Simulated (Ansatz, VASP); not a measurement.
## Mg8HO8 in VASP and in Ansatz

```
CELL_PARAMETERS angstrom
0.00000 4.20520 4.20520
4.20520 0.00000 4.20520
4.20520 4.20520 0.00000
ATOMIC_POSITIONS crystal
Mg 0.00276 0.00070 0.99513
Mg 0.00276 0.00070 0.50114
Mg 0.00093 0.49931 0.99975
Mg 0.00276 0.49468 0.50115
Mg 0.50134 0.99894 0.99973
Mg 0.49683 0.00068 0.50112
Mg 0.50134 0.49930 0.99974
Mg 0.50134 0.49930 0.49937
O 0.25102 0.24898 0.25033
O 0.25102 0.24898 0.74942
O 0.26789 0.74367 0.24410
O 0.25102 0.74989 0.74942
O 0.74570 0.26582 0.24411
O 0.75192 0.24898 0.74942
O 0.74569 0.74368 0.24411
O 0.74570 0.74368 0.76626
H 0.87639 0.87413 0.37460
```

Alike in both runs: functional PBE; k mesh 2 × 2 × 2; occupations gaussian, width 0.05 eV; collinear spin.

Ansatz relaxed the structure, and its values are those at the end. VASP's run is a single point on that final structure, the one shown.

```csv
,VASP,Ansatz
version,VASP 6.6.1,Ansatz 0.2.0
potentials or method,"VASP PAW PBE potentials, release 64 (Mg, O, H), cutoff 520 eV","scalar-relativistic, plane waves, PAW"
valence electrons in the cell,65,129
```

Ansatz gave:

| Property | Result |
| --- | --- |
| rms of the force components (eV/Å) | 0.005 |
| net moment per atom (μB) | 0.04 |
| size of the moment on the site where the two differ most (μB) | 0.32 |

**Question.** Estimate VASP's values.

**Answer.** rms of the force components (eV/Å): 0.007; net moment per atom (μB): 0.04; size of the moment on the site where the two differ most (μB): 0.22.

Site moments also hang on the region over which each program counts them. With one functional, cell and mesh, what is left measures potentials, basis and numerics. VASP's potentials hold 65 valence electrons a cell and Ansatz's 129, so a difference there can come from the potentials and not from the codes.

The k mesh is coarse, so the values compare programs but aren't converged.
